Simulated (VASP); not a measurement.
# Sn2As2Se (P6/mmm) in VASP: relaxation of cell and atoms with PBE

Aim: the relaxation of cell and atoms of Sn2As2Se with PBE.

Everything below comes from runs of VASP 6.6.1. Logs are shortened: lines on timing, memory, paths and dates and some standing lists are left out, and cuts for length are marked.

## (1) The cell of the first run

It takes space group P6/mmm (No. 191, hexagonal). Conventional cell: a = 5.170 Å, b = 5.170 Å, c = 5.837 Å, α = 90.00°, β = 90.00°, γ = 120.00°. Within 3.8 Å of Sn (site symmetry -6m2) lie 2 As at 2.92 Å and 3 Se at 2.98 Å and 3 Sn at 2.98 Å. As (site symmetry -6m2) has 2 Sn at 2.92 Å and 3 As at 2.98 Å within 3.8 Å. Within 3.9 Å of Se (site symmetry 6/mmm) lie 6 Sn at 2.98 Å.

## (2) Relaxation of cell and atoms, PBE

The input, INCAR:

```
PREC = Accurate ; ENCUT = 600
EDIFF = 1E-7 ; ISMEAR = 0
SIGMA = 0.1 ; LREAL = False
LASPH = True ; NELM = 100
ALGO = Normal ; ISIF = 3
LWAVE = False ; LCHARG = False
GGA = PE ; IBRION = 2
NSW = 100 ; EDIFFG = -0.01
```

The input, KPOINTS:

```
regular mesh
0
Gamma
  12 12 6
```

The input, POSCAR:

```
Sn2As2Se
1.0
    5.1700549317      0.0000000000      0.0000000000
   -2.5850274658      4.4773989098      0.0000000000
    0.0000000000      0.0000000000      5.8372758903
Sn As Se
2 2 1
Direct
    0.3333333333      0.6666666667      0.5000000000
    0.6666666667      0.3333333333      0.5000000000
    0.3333333333      0.6666666667      0.0000000000
    0.6666666667      0.3333333333      0.0000000000
    0.0000000000      0.0000000000      0.5000000000
```

Potentials or basis: VASP PAW PBE potentials, release 64 (Sn_d, As, Se).

The run is started by

```sh
$ cat potpaw_PBE.64/Sn_d/POTCAR potpaw_PBE.64/As/POTCAR potpaw_PBE.64/Se/POTCAR > POTCAR
$ mpirun -np 1 vasp_std > vasp.out
```

OUTCAR:

```text
PREC = Accurate
   ENCUT = 600
   EDIFF = 1E-7
   ISMEAR = 0
   LREAL = False
   LASPH = True
   NELM = 100
   ISIF = 3
   GGA = PE
   IBRION = 2
   NSW = 100
   EDIFFG = -0.01

 ion  position               nearest neighbor table
   1  0.333  0.667  0.500-   3 2.92   3 2.92   5 2.98   2 2.98   2 2.98   5 2.98   5 2.98   2 2.98

   2  0.667  0.333  0.500-   4 2.92   4 2.92   5 2.98   1 2.98   1 2.98   5 2.98   5 2.98   1 2.98

   3  0.333  0.667  0.000-   1 2.92   1 2.92
   4  0.667  0.333  0.000-   2 2.92   2 2.92
   5  0.000  0.000  0.500-   1 2.98   2 2.98   1 2.98   2 2.98   2 2.98   1 2.98

  LATTYP: Found a hexagonal cell.
 ALAT       =     5.1700549317
 C/A-ratio  =     1.1290549070

  Lattice vectors:

 A1 = (   5.1700549317,   0.0000000000,   0.0000000000)
 A2 = (  -2.5850274658,   4.4773989098,   0.0000000000)
 A3 = (   0.0000000000,   0.0000000000,   5.8372758903)

Analysis of symmetry for initial positions (statically):
=====================================================================
 Subroutine PRICEL returns:
 Original cell was already a primitive cell.

 Routine SETGRP: Setting up the symmetry group for a
 hexagonal supercell.

 Subroutine GETGRP returns: Found 24 space group operations
 (whereof 24 operations were pure point group operations)
 out of a pool of 24 trial point group operations.

The static configuration has the point symmetry D_6h.

Analysis of symmetry for dynamics (positions and initial velocities):
=====================================================================
 Subroutine PRICEL returns:
 Original cell was already a primitive cell.

 Routine SETGRP: Setting up the symmetry group for a
 hexagonal supercell.

 Subroutine GETGRP returns: Found 24 space group operations
 (whereof 24 operations were pure point group operations)
 out of a pool of 24 trial point group operations.

The dynamic configuration has the point symmetry D_6h.

 Subroutine INISYM returns: Found 24 space group operations
 (whereof 24 operations are pure point group operations),
 and found     1 'primitive' translations

----------------------------------------------------------------------------------------

                                     Primitive cell

  volume of cell :     135.1236
[... 158 lines left out ...]
 -----------------------------------------------------------------------------
  energy-cutoff  :      600.00
  volume of cell :      135.12
      direct lattice vectors                 reciprocal lattice vectors
     5.170054932  0.000000000  0.000000000     0.193421543  0.111671980  0.000000000
    -2.585027466  4.477398910  0.000000000     0.000000000  0.223343959  0.000000000
     0.000000000  0.000000000  5.837275890     0.000000000  0.000000000  0.171312787

 POSITION                                       TOTAL-FORCE (eV/Angst)
 -----------------------------------------------------------------------------------
     -0.00000      2.98493      2.91864        -0.000000      0.000000     -0.000000
      2.58503      1.49247      2.91864         0.000000     -0.000000      0.000000
     -0.00000      2.98493      0.00000        -0.000000     -0.000000      0.000000
      2.58503      1.49247      0.00000         0.000000      0.000000     -0.000000
      0.00000      0.00000      2.91864        -0.000000      0.000000      0.000000
 -----------------------------------------------------------------------------------
    total drift:                                0.000000      0.000000     -0.000000

  FREE ENERGIE OF THE ION-ELECTRON SYSTEM (eV)
  ---------------------------------------------------
  free  energy   TOTEN  =       -19.5659800934 eV

  energy  without entropy=      -19.5529097104  energy(sigma->0) =      -19.55944490

--------------------------------------- Ionic step        2  -------------------------------------------

 number of electron      44.0000006 magnetization

 Free energy of the ion-electron system (eV)
  ---------------------------------------------------
  ext. energy  EPLUGINS =         0.00000000
  ---------------------------------------------------
  free energy    TOTEN  =       -19.56605015 eV

  energy without entropy =      -19.55297093  energy(sigma->0) =      -19.55951054

 E-fermi :   4.8925     XC(G=0):  -9.4473

 val. band max:        4.8826693667   @ k =   0.5000  -0.0000   0.1667
 cond. band min:       4.8928265030   @ k =   0.3333   0.2500   0.1667
 fundamental gap:      0.0101571363
 Fermi energy:         4.8924557220

 k-point     1 :       0.0000    0.0000    0.0000
  band No.  band energies     occupation
      1     -16.7338      2.00000
      2     -16.7227      2.00000
      3     -16.7227      2.00000
      4     -16.6570      2.00000
      5     -16.6570      2.00000
      6     -16.6063      2.00000
[... 685 lines left out ...]
     25       7.2943      0.00000
     26       7.5266      0.00000

 [... further k-points ...]

------------------------ aborting loop because EDIFF is reached ----------------------------------------

  FORCE on cell =-STRESS in cart. coord.  units (eV):
  Direction    XX          YY          ZZ          XY          YZ          ZX
  --------------------------------------------------------------------------------------
  -------------------------------------------------------------------------------------
  Total       -0.0010467     -0.0010467     -0.0085429     -0.0000000     -0.0000000      0.0000000
  in kB       -0.0124221     -0.0124221     -0.1013893     -0.0000000     -0.0000000      0.0000000
  external PRESSURE =      -0.0420778 kB  Pullay stress =       0.0000000 kB

 VOLUME and BASIS-vectors are now :
 -----------------------------------------------------------------------------
  energy-cutoff  :      600.00
  volume of cell :      135.00
      direct lattice vectors                 reciprocal lattice vectors
     5.170464070  0.000000000  0.000000000     0.193406237  0.111663143 -0.000000000
    -2.585232035  4.477753234 -0.000000000    -0.000000000  0.223326286 -0.000000000
    -0.000000000  0.000000000  5.830915410    -0.000000000  0.000000000  0.171499658

 POSITION                                       TOTAL-FORCE (eV/Angst)
 -----------------------------------------------------------------------------------
     -0.00000      2.98517      2.91546         0.000000      0.000000     -0.000000
      2.58523      1.49258      2.91546        -0.000000     -0.000000     -0.000000
     -0.00000      2.98517     -0.00000        -0.000000      0.000000     -0.000000
      2.58523      1.49258      5.83092         0.000000      0.000000      0.000000
      5.17046      0.00000      2.91546        -0.000000      0.000000     -0.000000
 -----------------------------------------------------------------------------------
    total drift:                                0.000000      0.000000     -0.000000

  FREE ENERGIE OF THE ION-ELECTRON SYSTEM (eV)
  ---------------------------------------------------
  free  energy   TOTEN  =       -19.5660501534 eV

  energy  without entropy=      -19.5529709293  energy(sigma->0) =      -19.55951054

 reached required accuracy - stopping structural energy minimisation
```

Run time: 12 min. Hardware: 1 thread of Intel Xeon Platinum 8259CL at 2.50GHz (Skylake/Cascade Lake), shared host; peak memory 0.52 GiB.

What came out:

```yaml
Free_energy: -19.5661 eV
Relaxed_volume: 27.00 Å³/atom
Relaxed_cell: a = 5.170 Å, b = 5.170 Å, c = 5.831 Å, α = 90.00°, β = 90.00°, γ = 120.00°
Space_group_after_relaxing_to_0.05_Å: P6/mmm (No. 191)
Energy_gained_by_relaxing: 0.0 meV/atom
Ionic_steps: 2
Pressure_after_relaxing: 0.0 GPa
Band_gap_on_the_k_mesh: zero (band 22 reaches 5.76 eV, above the bottom of band 23 at 4.04 eV)
```

Final structure:
```yaml
crystal:
  lattice:
    - [5.17046, 0.00000, 0.00000]
    - [-2.58523, 4.47775, 0.00000]
    - [0.00000, 0.00000, 5.83092]
  atoms:
    - { symbol: Sn, position: [0.33333, 0.66667, 0.50000] }
    - { symbol: Sn, position: [0.66667, 0.33333, 0.50000] }
    - { symbol: As, position: [0.33333, 0.66667, 0.00000] }
    - { symbol: As, position: [0.66667, 0.33333, 0.00000] }
    - { symbol: Se, position: [0.00000, 0.00000, 0.50000] }
```

Levels at points of the mesh, in eV from the Fermi level:
```tsv
k point	band 20	band 21	band 22	band 23	band 24	band 25
(0.00, 0.00, 0.00)	-2.86	-1.51	-0.78	-0.78	-0.76	1.17
(0.50, 0.00, 0.00)	-1.89	-1.39	-0.05	1.49	2.13	2.23
(0.00, 0.00, 0.50)	-2.35	-1.93	-1.93	-0.71	0.82	0.82
(0.50, 0.00, 0.50)	-0.57	0.46	0.72	1.20	1.52	1.86
```

Caveat: spin-orbit coupling is left out, which moves the levels of the heavy elements.
